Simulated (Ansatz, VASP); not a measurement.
W: VASP beside Ansatz

```
W
1.0
     0.00000    2.02846    2.02846
     2.02846    0.00000    2.02846
     2.02846    2.02846    0.00000
W
1
Direct
  0.00000 0.00000 0.00000
```

Alike in both runs: task single point; functional r2SCAN; k mesh 18 × 18 × 18; occupations gaussian, width 0.1 eV; no spin polarisation.

```csv
,VASP,Ansatz
version,VASP 6.6.1,Ansatz 0.2.0
potentials or method,"VASP PAW PBE potentials, release 64 (W_sv), cutoff 520 eV","scalar-relativistic, plane waves, PAW"
valence electrons in the cell,14,14
```

```tsv
	VASP	Ansatz	Ansatz less VASP
gap on the k mesh at the Fermi level (eV)	none	none	-
pressure (GPa)	-7.5	-8.5	-0.95
```

VASP's potentials were made for PBE, not for r2SCAN. A gap of «none» marks a metal or a gap that the smearing closes.

Neither program's run includes spin-orbit coupling.
